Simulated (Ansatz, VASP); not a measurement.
## One calculation of SrO, two programs

The input INCAR:

```
  ALGO = Normal
  EDIFF = 1E-7
  ENCUT = 520
  GGA = PE
  ISIF = 2
  ISMEAR = 0
  LASPH = True
  LCHARG = False
  LREAL = False
  LWAVE = False
  NBANDS = 24
  NELM = 80
  PREC = Accurate
  SIGMA = 0.05
```

Contents of KPOINTS:

```
k-points
0
Gamma
  9 9 4
```

File POSCAR:

```
SrO
1.0
    3.5769478779      0.0000000000      0.0000000000
   -1.7884739390      3.0977277303      0.0000000000
    0.0000000000      0.0000000000      6.2426216355
Sr O
2 2
Direct
    0.3333333333      0.6666666667      0.2500000000
    0.6666666667      0.3333333333      0.7500000000
   -0.0199052383      0.0000000000      0.0000000000
    0.0199052383      0.0000000000      0.5000000000
```

Input for Ansatz:

```yaml
crystal:
  lattice:
    - [3.5769478779, 0.0, 0.0]
    - [-1.788473939, 3.0977277303, 0.0]
    - [0.0, 0.0, 6.2426216355]
  atoms:
    - { symbol: Sr, position: [0.3333333333, 0.6666666667, 0.25] }
    - { symbol: Sr, position: [0.6666666667, 0.3333333333, 0.75] }
    - { symbol: O, position: [-0.0199052383, 0.0, 0.0] }
    - { symbol: O, position: [0.0199052383, 0.0, 0.5] }
basis:
  ecutwfc: 520.0
kpoints:
  mp_grid: { grid: [9, 9, 4] }
hamiltonian:
  xc: pbe
scf:
  occupations: { method: gaussian, width: 0.05 }
output:
  forces: true
  stress: true
  eigenvalues: true
```

Change from the starting cell: mode 6 frozen in at -0.071 Å and mode 7 at +0.000 Å (largest displacements).

Alike in both runs: task single point; functional PBE; k mesh 9 × 9 × 4; occupations gaussian, width 0.05 eV; no spin polarisation.

```csv
,VASP,Ansatz
version,VASP 6.6.1,Ansatz 0.2.0
potentials or method,"VASP PAW PBE potentials, release 64 (Sr_sv, O), cutoff 520 eV","scalar-relativistic, plane waves, PAW"
valence electrons in the cell,32,32
```

|  | VASP | Ansatz | Ansatz less VASP |
| --- | --- | --- | --- |
| gap on the k mesh at the Fermi level (eV) | 2.98 | 2.99 | +0.004 |
| least direct gap on the mesh (eV) | 2.98 | 2.99 | +0.004 |
| pressure (GPa) | 0.7 | 0.1 | -0.53 |
| rms of the force components (eV/Å) | 0.059 | 0.055 | -0.0044 |

Atom by atom the forces differ by 0.004 eV/Å (rms over components). The functional is the same, so the differences come from potentials, cutoffs and numerics.
